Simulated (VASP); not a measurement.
Input of a VASP 6.6.1 run:

POSCAR

```
Ta
1.0
    2.2557423058     -3.8230648856      0.0000000000
    2.2557423058      3.8230648856      0.0000000000
    0.0000000000      0.0000000000      4.5174856554
Ta
4
Direct
    0.1525000000      0.8475000000      0.0785000000
    0.6525000000      0.3475000000      0.4215000000
    0.8475000000      0.1525000000      0.9215000000
    0.3475000000      0.6525000000      0.5785000000
```

The input INCAR.step1:

```
PREC     = Accurate       # precision mode
ENCUT    = 600            # plane-wave cutoff, eV
ISMEAR   = 0              # smearing method
SIGMA    = 0.1            # smearing width, eV
LREAL    = F              # projectors in reciprocal space
LASPH    = T              # aspherical terms in the spheres
NELM     = 100            # most SCF steps
GGA      = PE             # functional
ALGO     = Normal         # electronic algorithm
EDIFF    = 1E-4           # SCF threshold, eV
LWAVE    = T              # write WAVECAR
LCHARG   = F              # write CHGCAR
```

The input INCAR.step2:

```
PREC     = Accurate       # precision mode
ENCUT    = 600            # plane-wave cutoff, eV
EDIFF    = 1E-6           # SCF threshold, eV
ISMEAR   = 0              # smearing method
SIGMA    = 0.1            # smearing width, eV
LREAL    = F              # projectors in reciprocal space
LASPH    = T              # aspherical terms in the spheres
NELM     = 100            # most SCF steps
ALGO     = Normal         # electronic algorithm
ISIF     = 3              # what is computed and relaxed
LWAVE    = F              # write WAVECAR
LCHARG   = F              # write CHGCAR
METAGGA  = R2SCAN         # meta-GGA
LMIXTAU  = T            
IBRION   = 2              # ionic algorithm
NSW      = 90             # ionic steps
EDIFFG   = -0.04          # ionic threshold
ISTART   = 1
```

The input KPOINTS:

```
regular mesh
0
Gamma
  4 4 4
```

Potentials or basis: VASP PAW PBE potentials, release 64 (Ta_pv).

Launch:

```sh
$ cat potpaw_PBE.64/Ta_pv/POTCAR > POTCAR
$ cp INCAR.step1 INCAR
$ mpirun -np 1 vasp_std > vasp.out
$ cp INCAR.step2 INCAR
$ mpirun -np 1 vasp_std > vasp.out
```

Problem. What does it give for the space group after relaxing (to 0.05 Å)?

Solution. Fmmm (No. 69).

Problem. What does it give for the relaxed cell?

Solution. a = 5.551 Å, b = 5.551 Å, c = 3.153 Å, α = 90.00°, β = 90.00°, γ = 129.23°.

Final structure:
```cif
data_structure
_symmetry_space_group_name_H-M 'P 1'
_symmetry_Int_Tables_number 1
_cell_length_a 5.5508
_cell_length_b 5.5508
_cell_length_c 3.1534
_cell_angle_alpha 90.000
_cell_angle_beta 90.000
_cell_angle_gamma 129.234
_cell_volume 75.26
loop_
_atom_site_label
_atom_site_type_symbol
_atom_site_fract_x
_atom_site_fract_y
_atom_site_fract_z
_atom_site_occupancy
Ta1 Ta 0.13520 0.86480 0.99994 1
Ta2 Ta 0.63520 0.36480 0.50006 1
Ta3 Ta 0.86480 0.13520 0.00006 1
Ta4 Ta 0.36480 0.63520 0.49994 1
```

Caveat: the k points lie up to 0.50 Å⁻¹ apart in the final cell.
